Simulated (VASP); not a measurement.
Crystal: CsPbCl3.

```xyz
5
Lattice="5.6050 0.0000 0.0000 0.0000 5.6050 0.0000 0.0000 0.0000 5.6050" Properties=species:S:1:pos:R:3 pbc="T T T"
Pb    2.8025    2.8025    2.8025
Cs    0.0000    0.0000    0.0000
Cl    2.8025    0.0000    2.8025
Cl    0.0000    2.8025    2.8025
Cl    2.8025    2.8025    0.0000
```

Base run:

```yaml
Program: VASP 6.6.1
Functional: PBE
Potentials_or_basis: VASP PAW PBE potentials, release 64 (Pb_d, Cs_sv, Cl)
Cutoff: 520 eV
k_mesh: 5 × 5 × 5
Occupations: fermi-dirac, width 0.05 eV
Spin: no spin polarisation
```

Its results: band gap on the k mesh 2.96 eV; pressure 1.7 GPa.

Task: The run is repeated on the same cell with these changes: functional from PBE to RPBE. What comes out?

Result: Band gap on the k mesh 3.07 eV; pressure 3.2 GPa.

RPBE binds less tightly than PBE, so the same cell stands under more pressure.

Caveats: spin-orbit coupling is left out, which moves the levels of the heavy elements; an odd mesh through Γ misses points on the zone boundary, where band edges can lie; the cell stands under pressure (at least some runs); the PAW data sets were made with another functional, which shifts forces and pressure a little (at least some runs).
